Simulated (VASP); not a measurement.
Here is a VASP 6.6.1 calculation.

INCAR

```
PREC = Accurate
ENCUT = 520
EDIFF = 1E-6
ISMEAR = 0
SIGMA = 0.1
LREAL = False
LASPH = True
NELM = 60
ALGO = Normal
ISIF = 2
LWAVE = False
LCHARG = False
GGA = PS
NBANDS = 17
```

Contents of KPOINTS:

```
Automatic mesh
0
Gamma
  12 12 8
```

The input POSCAR:

```
Ca
1.0
    3.8524073137      0.0000000000      0.0000000000
   -1.9262036569      3.3362825994      0.0000000000
    0.0000000000      0.0000000000      6.4361021556
Ca
2
Direct
    0.6666666667      0.3333333333      0.7500000000
    0.3333333333      0.6666666667      0.2500000000
```

Potentials or basis: VASP PAW PBE potentials, release 64 (Ca_sv).

Command:

```sh
$ cat potpaw_PBE.64/Ca_sv/POTCAR > POTCAR
$ mpirun -np 1 vasp_std > vasp.out
```

Task: What does it give for the band gap on the k mesh?

Result: Zero (bands 10 and 11 overlap by 0.53 eV).

Task: What does it give for the pressure?

Result: -0.3 GPa.

Stress tensor (GPa, compression positive):
```
-0.09  0.00  0.00
 0.00 -0.09  0.00
 0.00  0.00 -0.61
```

Caveat: the cell differs from its parent crystal (strain along c alone, the other axes held: +1.5 %); the PAW data sets were made with another functional, which shifts forces and pressure a little.
